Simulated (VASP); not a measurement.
# ScZnF2 (P4/mmm) in VASP: a series of runs

Runs on ScZnF2. Level: PBE. Tasks: single point, relaxation of cell and atoms.

All numbers are computed with VASP 6.6.1; they aren't measurements. Logs are shortened: lines on timing, memory, paths and dates and some standing lists are left out, and cuts for length are marked.

**1. The cell of the first run**

It takes space group P4/mmm (No. 123, tetragonal). Conventional cell: a = 4.137 Å, b = 4.137 Å, c = 2.694 Å, α = 90.00°, β = 90.00°, γ = 90.00°. Sc (site symmetry 4/mmm) has 8 F at 2.47 Å and 2 Sc at 2.69 Å and 8 Zn at 3.22 Å within 3.3 Å. Within 2.7 Å of Zn (site symmetry 4/mmm) lie 4 F at 2.07 Å and 2 Zn at 2.69 Å. F (site symmetry mmm) has 2 Zn at 2.07 Å and 4 Sc at 2.47 Å and 2 F at 2.69 Å within 2.7 Å.

**2. Single point, PBE**

INCAR reads:

```
PREC = Accurate
ENCUT = 520
EDIFF = 1E-6
ISMEAR = 0
SIGMA = 0.1
LREAL = F
LASPH = T
NELM = 100
ALGO = Normal
ISIF = 2
LWAVE = F
LCHARG = F
GGA = PE
NBANDS = 26
```

KPOINTS reads:

```
Automatic mesh
0
Gamma
  4 4 6
```

POSCAR reads:

```
ScZnF2
1.0
    4.1367897400      0.0000000000      0.0000000000
    0.0000000000      4.1367897400      0.0000000000
    0.0000000000      0.0000000000      2.6935204800
Sc Zn F
1 1 2
Direct
    0.5000000000      0.5000000000      0.5000000000
    0.0000000000      0.0000000000      0.0000000000
    0.5000000000      0.0000000000      0.0000000000
    0.0000000000      0.5000000000      0.0000000000
```

Potentials or basis: VASP PAW PBE potentials, release 64 (Sc_sv, Zn, F).

Run with:

```bash
$ cat potpaw_PBE.64/Sc_sv/POTCAR potpaw_PBE.64/Zn/POTCAR potpaw_PBE.64/F/POTCAR > POTCAR
$ mpirun -np 1 vasp_std > vasp.out
```

OUTCAR:

```text
PREC = Accurate
   ENCUT = 520
   EDIFF = 1E-6
   ISMEAR = 0
   LREAL = F
   LASPH = T
   NELM = 100
   ISIF = 2
   GGA = PE

 ion  position               nearest neighbor table
   1  0.500  0.500  0.500-   3 2.47   4 2.47   3 2.47   4 2.47   3 2.47   3 2.47   4 2.47   4 2.47
                             2 3.22   2 3.22   2 3.22   2 3.22   2 3.22   2 3.22   2 3.22   2 3.22
   2  0.000  0.000  0.000-   3 2.07   4 2.07   4 2.07   3 2.07   1 3.22   1 3.22   1 3.22   1 3.22
                             1 3.22   1 3.22   1 3.22   1 3.22
   3  0.500  0.000  0.000-   2 2.07   2 2.07   1 2.47   1 2.47   1 2.47   1 2.47
   4  0.000  0.500  0.000-   2 2.07   2 2.07   1 2.47   1 2.47   1 2.47   1 2.47

  LATTYP: Found a simple tetragonal cell.
 ALAT       =     4.1367897400
 C/A-ratio  =     0.6511137015

  Lattice vectors:

 A1 = (   4.1367897400,   0.0000000000,   0.0000000000)
 A2 = (   0.0000000000,   4.1367897400,   0.0000000000)
 A3 = (   0.0000000000,   0.0000000000,   2.6935204800)

Analysis of symmetry for initial positions (statically):
=====================================================================
 Subroutine PRICEL returns:
 Original cell was already a primitive cell.

 Routine SETGRP: Setting up the symmetry group for a
 simple tetragonal supercell.

 Subroutine GETGRP returns: Found 16 space group operations
 (whereof 16 operations were pure point group operations)
 out of a pool of 16 trial point group operations.

The static configuration has the point symmetry D_4h.

Analysis of symmetry for dynamics (positions and initial velocities):
=====================================================================
 Subroutine PRICEL returns:
 Original cell was already a primitive cell.

 Routine SETGRP: Setting up the symmetry group for a
 simple tetragonal supercell.

 Subroutine GETGRP returns: Found 16 space group operations
 (whereof 16 operations were pure point group operations)
 out of a pool of 16 trial point group operations.

The dynamic configuration has the point symmetry D_4h.

 Subroutine INISYM returns: Found 16 space group operations
 (whereof 16 operations are pure point group operations),
 and found     1 'primitive' translations

----------------------------------------------------------------------------------------

                                     Primitive cell

  volume of cell :      46.0943

  direct lattice vectors                    reciprocal lattice vectors
     4.136789740  0.000000000  0.000000000     0.241733340  0.000000000  0.000000000
     0.000000000  4.136789740  0.000000000     0.000000000  0.241733340  0.000000000
     0.000000000  0.000000000  2.693520480     0.000000000  0.000000000  0.371261332

  length of vectors
     4.136789740  4.136789740  2.693520480     0.241733340  0.241733340  0.371261332

  position of ions in fractional coordinates (direct lattice)
     0.500000000  0.500000000  0.500000000
     0.000000000  0.000000000  0.000000000
     0.500000000  0.000000000  0.000000000
     0.000000000  0.500000000  0.000000000

  ion indices of the primitive-cell ions
   primitive index   ion index
                 1           1
                 2           2
                 3           3
                 4           4

----------------------------------------------------------------------------------------

 KPOINTS: Automatic mesh

Automatic generation of k-mesh.
 Grid dimensions read from file:
 generate k-points for:    4    4    6

 Generating k-lattice:

  Cartesian coordinates                     Fractional coordinates (reciprocal lattice)
     0.060433335  0.000000000  0.000000000     0.250000000  0.000000000  0.000000000
     0.000000000  0.060433335  0.000000000     0.000000000  0.250000000  0.000000000
     0.000000000  0.000000000  0.061876889     0.000000000  0.000000000  0.166666667

  Length of vectors
     0.060433335  0.060433335  0.061876889

  Shift w.r.t. Gamma in fractional coordinates (k-lattice)
     0.000000000  0.000000000  0.000000000

 Subroutine IBZKPT returns following result:
 ===========================================

 Found     24 irreducible k-points:

 Following reciprocal coordinates:
            Coordinates               Weight
  0.000000  0.000000  0.000000      1.000000
  0.250000  0.000000  0.000000      4.000000
  0.500000  0.000000  0.000000      2.000000
  0.250000  0.250000  0.000000      4.000000
  0.500000  0.250000  0.000000      4.000000
  0.500000  0.500000  0.000000      1.000000
[... 16 lines left out ...]
  0.500000  0.250000  0.500000      4.000000
  0.500000  0.500000  0.500000      1.000000
   k-points           NKPTS =     24   k-points in BZ     NKDIM =     24   number of bands    NBANDS=     26
   number of dos      NEDOS =    301   number of ions     NIONS =      4
   total plane-waves  NPLWV =  20480
   dimension x,y,z NGX =    32 NGY =   32 NGZ =   20
   dimension x,y,z NGXF=    64 NGYF=   64 NGZF=   40
[... 66 lines left out ...]
 fundamental gap:      0.0539601950
 Fermi energy:         6.3083452634

 k-point     1 :       0.0000    0.0000    0.0000
  band No.  band energies     occupation
      1     -44.3807      2.00000
      2     -23.2194      2.00000
      3     -23.2194      2.00000
      4     -22.1386      2.00000
      5     -20.8568      2.00000
      6     -20.4597      2.00000
[... 18 lines left out ...]
     25      12.0382      0.00000
     26      12.0382      0.00000

 k-point     2 :       0.2500    0.0000    0.0000
  band No.  band energies     occupation
      1     -44.3798      2.00000
      2     -23.3436      2.00000
      3     -23.2181      2.00000
      4     -22.1374      2.00000
      5     -20.7182      2.00000
      6     -20.4038      2.00000
[... 18 lines left out ...]
     25      12.6701      0.00000
     26      13.1514      0.00000

 k-point     3 :       0.5000    0.0000    0.0000
  band No.  band energies     occupation
      1     -44.3788      2.00000
      2     -23.4546      2.00000
      3     -23.2168      2.00000
      4     -22.1362      2.00000
      5     -20.6106      2.00000
      6     -20.3290      2.00000
[... 18 lines left out ...]
     25      14.1355      0.00000
     26      14.6189      0.00000

 k-point     4 :       0.2500    0.2500    0.0000
  band No.  band energies     occupation
      1     -44.3788      2.00000
      2     -23.3443      2.00000
      3     -23.3361      2.00000
      4     -22.1362      2.00000
      5     -20.5613      2.00000
      6     -20.3667      2.00000
[... 18 lines left out ...]
     25      10.3890      0.00000
     26      14.6319      0.00000

 k-point     5 :       0.5000    0.2500    0.0000
  band No.  band energies     occupation
      1     -44.3779      2.00000
      2     -23.4497      2.00000
      3     -23.3369      2.00000
      4     -22.1350      2.00000
      5     -20.4405      2.00000
      6     -20.3055      2.00000
[... 18 lines left out ...]
     25      11.3558      0.00000
     26      12.6209      0.00000

 k-point     6 :       0.5000    0.5000    0.0000
  band No.  band energies     occupation
      1     -44.3770      2.00000
      2     -23.4450      2.00000
      3     -23.4450      2.00000
      4     -22.1338      2.00000
      5     -20.2821      2.00000
      6     -20.2821      2.00000
[... 427 lines left out ...]
 k-point    21 :       0.5000    0.0000    0.5000
  band No.  band energies     occupation
      1     -44.2062      2.00000
      2     -23.3691      2.00000
      3     -23.0846      2.00000
      4     -23.0560      2.00000
      5     -20.3456      2.00000
      6     -20.1422      2.00000
[... 18 lines left out ...]
     25      12.3472      0.00000
     26      14.4190      0.00000

 k-point    22 :       0.2500    0.2500    0.5000
  band No.  band energies     occupation
      1     -44.2062      2.00000
      2     -23.3722      2.00000
      3     -23.0704      2.00000
      4     -23.0703      2.00000
      5     -20.2653      2.00000
      6     -20.2183      2.00000
[... 18 lines left out ...]
     25      13.5706      0.00000
     26      13.9803      0.00000

 k-point    23 :       0.5000    0.2500    0.5000
  band No.  band energies     occupation
      1     -44.2057      2.00000
      2     -23.3275      2.00000
      3     -23.0838      2.00000
      4     -23.0695      2.00000
      5     -20.3208      2.00000
      6     -20.2183      2.00000
[... 18 lines left out ...]
     25      13.2734      0.00000
     26      14.4401      0.00000

 k-point    24 :       0.5000    0.5000    0.5000
  band No.  band energies     occupation
      1     -44.2052      2.00000
      2     -23.2840      2.00000
      3     -23.0830      2.00000
      4     -23.0830      2.00000
      5     -20.2957      2.00000
      6     -20.2957      2.00000
[... 18 lines left out ...]
     25      14.5344      0.00000
     26      14.5348      0.00000

------------------------ aborting loop because EDIFF is reached ----------------------------------------

  FORCE on cell =-STRESS in cart. coord.  units (eV):
  Direction    XX          YY          ZZ          XY          YZ          ZX
  --------------------------------------------------------------------------------------
  -------------------------------------------------------------------------------------
  Total        7.5482217      7.5482217      4.5963560      0.0000000     -0.0000000      0.0000000
  in kB      262.3663021    262.3663021    159.7633156      0.0000000     -0.0000000      0.0000000
  external PRESSURE =     228.1653066 kB  Pullay stress =       0.0000000 kB

 VOLUME and BASIS-vectors are now :
 -----------------------------------------------------------------------------
  energy-cutoff  :      520.00
  volume of cell :       46.09
      direct lattice vectors                 reciprocal lattice vectors
     4.136789740  0.000000000  0.000000000     0.241733340  0.000000000  0.000000000
     0.000000000  4.136789740  0.000000000     0.000000000  0.241733340  0.000000000
     0.000000000  0.000000000  2.693520480     0.000000000  0.000000000  0.371261332

 POSITION                                       TOTAL-FORCE (eV/Angst)
 -----------------------------------------------------------------------------------
      2.06839      2.06839      1.34676         0.000000      0.000000      0.000000
      0.00000      0.00000      0.00000         0.000000      0.000000      0.000000
      2.06839      0.00000      0.00000         0.000000      0.000000      0.000000
      0.00000      2.06839      0.00000         0.000000      0.000000      0.000000
 -----------------------------------------------------------------------------------
    total drift:                                0.000000      0.000000     -0.000000

  FREE ENERGIE OF THE ION-ELECTRON SYSTEM (eV)
  ---------------------------------------------------
  free  energy   TOTEN  =       -16.7422980672 eV

  energy  without entropy=      -16.7384941908  energy(sigma->0) =      -16.74039613
```

It took 9.9 s on 1 thread of Intel Xeon 6975P-C (Granite Rapids), shared host; peak memory 0.17 GiB.

Results:

| Quantity | Value |
| --- | --- |
| Free energy | -16.7423 eV |
| Pressure | 22.8 GPa |

Levels at points of the mesh, in eV from the Fermi level:
| k point | band 16 | band 17 | band 18 | band 19 | band 20 | band 21 | band 22 | band 23 |
| --- | --- | --- | --- | --- | --- | --- | --- | --- |
| (0.00, 0.00, 0.00) | -7.11 | -6.87 | -4.36 | -1.79 | 0.31 | 0.90 | 2.65 | 2.65 |
| (0.50, 0.00, 0.00) | -6.71 | -6.37 | -1.33 | -1.33 | 0.30 | 0.30 | 2.65 | 2.66 |
| (0.50, 0.50, 0.00) | -6.42 | -5.00 | -0.97 | -0.32 | 1.88 | 1.88 | 2.24 | 2.36 |
| (0.00, 0.00, 0.50) | -7.19 | -6.85 | 0.49 | 1.10 | 1.50 | 1.57 | 1.57 | 2.27 |
| (0.50, 0.00, 0.50) | -6.98 | -5.80 | 0.00 | 0.03 | 0.79 | 1.46 | 1.60 | 2.81 |
| (0.50, 0.50, 0.50) | -6.18 | -4.94 | -2.06 | -0.26 | -0.26 | 1.36 | 2.28 | 3.24 |

Caveat: the k points lie up to 0.39 Å⁻¹ apart; an odd number of electrons without spin polarisation forces a metal; a magnetic or distorted state may lie lower.

**3. Single point, PBE**

This run uses another cell than the first one, of 14.12 Å³/atom, 1.225 times its volume.

INCAR reads:

```
SYSTEM = ScZnF2
PREC = Accurate
ENCUT = 520
EDIFF = 1E-6
ISMEAR = 0
SIGMA = 0.1
LREAL = .False.
LASPH = .True.
NELM = 100
ALGO = Normal
ISIF = 2
LWAVE = .False.
LCHARG = .False.
GGA = PE
NBANDS = 26
```

KPOINTS reads:

```
regular mesh
0
Gamma
  4 4 6
  0 0 0
```

POSCAR reads:

```
ScZnF2
1.0
    4.4736684731      0.0000000000      0.0000000000
    0.0000000000      4.4736684731      0.0000000000
    0.0000000000      0.0000000000      2.8211142474
Sc Zn F
1 1 2
Direct
    0.5000000000      0.5000000000      0.5000000000
    0.0000000000      0.0000000000      0.0000000000
    0.5000000000      0.0000000000      0.0000000000
    0.0000000000      0.5000000000      0.0000000000
```

Potentials or basis: VASP PAW PBE potentials, release 64 (Sc_sv, Zn, F).

Run with:

```bash
$ cat potpaw_PBE.64/Sc_sv/POTCAR potpaw_PBE.64/Zn/POTCAR potpaw_PBE.64/F/POTCAR > POTCAR
$ mpirun -np 1 vasp_std > vasp.out
```

It took 14 s on 1 thread of Intel Xeon 6975P-C (Granite Rapids), shared host; peak memory 0.19 GiB.

Results (log left out):

- Free energy: -17.4086 eV
- Pressure: 0.0 GPa

Stress tensor (GPa, compression positive):
```
 0.06  0.00  0.00
 0.00  0.06  0.00
 0.00  0.00 -0.08
```

Levels at points of the mesh, in eV from the Fermi level:
```csv
k point,band 16,band 17,band 18,band 19,band 20,band 21,band 22,band 23
"(0.00, 0.00, 0.00)",-5.79,-5.62,-4.22,-1.55,0.38,0.81,2.36,2.36
"(0.50, 0.00, 0.00)",-5.78,-5.53,-1.61,-1.22,0.21,0.38,2.07,2.37
"(0.50, 0.50, 0.00)",-5.58,-4.85,-0.90,-0.52,1.61,1.61,1.65,1.79
"(0.00, 0.00, 0.50)",-6.56,-6.53,0.69,0.80,1.03,1.17,1.17,1.83
"(0.50, 0.00, 0.50)",-6.47,-5.53,-0.04,0.49,0.83,1.09,1.39,2.37
"(0.50, 0.50, 0.50)",-5.91,-4.77,-1.12,-0.18,-0.18,1.22,1.99,2.66
```

Caveat: the k points lie up to 0.37 Å⁻¹ apart; an odd number of electrons without spin polarisation forces a metal; a magnetic or distorted state may lie lower.

**4. Relaxation of cell and atoms, PBE**

INCAR reads:

```
SYSTEM = ScZnF2
PREC = Accurate
ENCUT = 600
EDIFF = 1E-7
ISMEAR = 0
SIGMA = 0.1
LREAL = .FALSE.
LASPH = .TRUE.
NELM = 100
ALGO = Normal
ISIF = 3
LWAVE = .FALSE.
LCHARG = .FALSE.
GGA = PE
IBRION = 2
NSW = 90
EDIFFG = -0.04
```

KPOINTS reads:

```
regular mesh
0
G
  4 4 6
  0 0 0
```

POSCAR reads:

```
ScZnF2
1.0
    4.1367897400      0.0000000000      0.0000000000
    0.0000000000      4.1367897400      0.0000000000
    0.0000000000      0.0000000000      2.6935204800
Sc Zn F
1 1 2
Direct
    0.5000000000      0.5000000000      0.5000000000
    0.0000000000      0.0000000000      0.0000000000
    0.5000000000      0.0000000000      0.0000000000
    0.0000000000      0.5000000000      0.0000000000
```

Run with:

```bash
$ cat potpaw_PBE.64/Sc_sv/POTCAR potpaw_PBE.64/Zn/POTCAR potpaw_PBE.64/F/POTCAR > POTCAR
$ mpirun -np 1 vasp_std > vasp.out
```

It took 35 s on 1 thread of Intel Xeon 6975P-C (Granite Rapids), shared host; peak memory 0.2 GiB.

Results (log left out):

```
Free energy                            : -17.3939 eV
Relaxed volume                         : 14.10 Å³/atom
Relaxed cell                           : a = 4.468 Å, b = 4.468 Å, c = 2.825 Å, α = 90.00°, β = 90.00°, γ = 90.00°
Space group after relaxing (to 0.05 Å) : P4/mmm (No. 123)
Energy gained by relaxing              : 161.7 meV/atom
Ionic steps                            : 3
Pressure after relaxing                : 0.1 GPa
```

Stress tensor (GPa, compression positive):
```
 0.31  0.00  0.00
 0.00  0.31  0.00
 0.00  0.00 -0.20
```

The path:
```tsv
step	energy change (eV)	largest force (eV/Å)	pressure (GPa)	volume (Å³)
1	0.0000	0.0000	22.78	46.09
2	-0.6395	0.0000	-1.70	57.89
3	-0.6468	0.0000	0.14	56.40
```

Final structure:
```
Sc Zn F
1.0
     4.46841    0.00000    0.00000
     0.00000    4.46841    0.00000
     0.00000    0.00000    2.82490
Sc Zn F
1 1 2
Direct
  0.50000 0.50000 0.50000
  0.00000 0.00000 0.00000
  0.50000 0.00000 0.00000
  0.00000 0.50000 0.00000
```

Levels at points of the mesh, in eV from the Fermi level:
| k point | band 15 | band 16 | band 17 | band 18 | band 19 | band 20 | band 21 | band 22 |
| --- | --- | --- | --- | --- | --- | --- | --- | --- |
| (0.00, 0.00, 0.00) | -6.70 | -5.83 | -5.66 | -4.23 | -1.55 | 0.37 | 0.80 | 2.35 |
| (0.50, 0.00, 0.00) | -6.37 | -5.81 | -5.55 | -1.62 | -1.21 | 0.20 | 0.37 | 2.06 |
| (0.50, 0.50, 0.00) | -5.61 | -5.61 | -4.86 | -0.89 | -0.53 | 1.60 | 1.60 | 1.65 |
| (0.00, 0.00, 0.50) | -6.58 | -6.58 | -6.55 | 0.67 | 0.78 | 1.02 | 1.17 | 1.17 |
| (0.50, 0.00, 0.50) | -6.53 | -6.48 | -5.55 | -0.04 | 0.47 | 0.82 | 1.10 | 1.38 |
| (0.50, 0.50, 0.50) | -6.34 | -5.92 | -4.78 | -1.15 | -0.17 | -0.17 | 1.21 | 1.98 |

Caveat: the k points lie up to 0.37 Å⁻¹ apart in the final cell; the volume moved by over 15 % at a fixed basis, so the end points are rough; an odd number of electrons without spin polarisation forces a metal; a magnetic or distorted state may lie lower.

**5. Single point, PBE**

This run uses another cell than the first one, of 14.13 Å³/atom, 1.226 times its volume.

INCAR reads:

```
PREC = Accurate
ENCUT = 520
EDIFF = 1E-6
ISMEAR = 0
SIGMA = 0.1
LREAL = False
LASPH = True
NELM = 100
ALGO = Normal
ISIF = 2
LWAVE = False
LCHARG = False
GGA = PE
NBANDS = 26
```

KPOINTS reads:

```
regular mesh
0
Gamma
  10 10 16
```

POSCAR reads:

```
ScZnF2
1.0
    4.4740428969      0.0000000000      0.0000000000
    0.0000000000      4.4740428969      0.0000000000
    0.0000000000      0.0000000000      2.8231446710
Sc Zn F
1 1 2
Direct
    0.5000000000      0.5000000000      0.5000000000
    0.0000000000      0.0000000000      0.0000000000
    0.5000000000      0.0000000000      0.0000000000
    0.0000000000      0.5000000000      0.0000000000
```

Run with:

```bash
$ cat potpaw_PBE.64/Sc_sv/POTCAR potpaw_PBE.64/Zn/POTCAR potpaw_PBE.64/F/POTCAR > POTCAR
$ mpirun -np 1 vasp_std > vasp.out
```

Run time: 88 s. Hardware: 1 thread of Intel Xeon 6975P-C (Granite Rapids), shared host; peak memory 0.39 GiB.

The run converged. Its results:

| Quantity | Value |
| --- | --- |
| Free energy | -17.3821 eV |
| Pressure | 0.0 GPa |

Stress tensor (GPa, compression positive):
```
 0.02  0.00  0.00
 0.00  0.02  0.00
 0.00  0.00 -0.12
```

Levels at points of the mesh, in eV from the Fermi level:
```
           k point  band 16  band 17  band 18  band 19  band 20  band 21  band 22  band 23
(0.00, 0.00, 0.00)    -5.76    -5.59    -4.17    -1.69     0.32     0.74     2.22     2.22
(0.50, 0.00, 0.00)    -5.74    -5.48    -1.56    -1.35     0.19     0.34     2.03     2.23
(0.50, 0.50, 0.00)    -5.54    -4.79    -1.04    -0.49     1.61     1.63     1.63     1.73
(0.00, 0.00, 0.50)    -6.52    -6.46     0.73     0.84     0.97     1.05     1.05     1.77
(0.50, 0.00, 0.50)    -6.41    -5.47    -0.15     0.55     0.77     0.98     1.32     2.28
(0.50, 0.50, 0.50)    -5.84    -4.72    -1.10    -0.29    -0.29     1.15     1.91     2.64
```

Caveat: an odd number of electrons without spin polarisation forces a metal; a magnetic or distorted state may lie lower.

**6. The runs side by side**

```tsv
task	cell	k mesh	cutoff (eV)	gap on the mesh (eV)	pressure (GPa)
single point	a = 4.137, b = 4.137, c = 2.694 Å, 4 atoms	4 × 4 × 6	520	none	22.8
single point	a = 4.474, b = 4.474, c = 2.821 Å, 4 atoms	4 × 4 × 6	520	none	0.0
relaxation of cell and atoms	relaxed from a = 4.137, b = 4.137, c = 2.694 Å, 4 atoms	4 × 4 × 6	600	none	0.1
single point	a = 4.474, b = 4.474, c = 2.823 Å, 4 atoms	10 × 10 × 16	520	none	0.0
```

Alike in all rows: level PBE; potentials or basis VASP PAW PBE potentials, release 64 (Sc_sv, Zn, F); no spin polarisation; smearing gaussian 0.1 eV.

Caveats: some runs use coarse meshes; an odd number of electrons without spin polarisation forces a metal; a magnetic or distorted state may lie lower; the volume moved by over 15 % at a fixed basis, so the end points are rough (some runs).

Absolute energies hang on the potentials; compare differences alone.
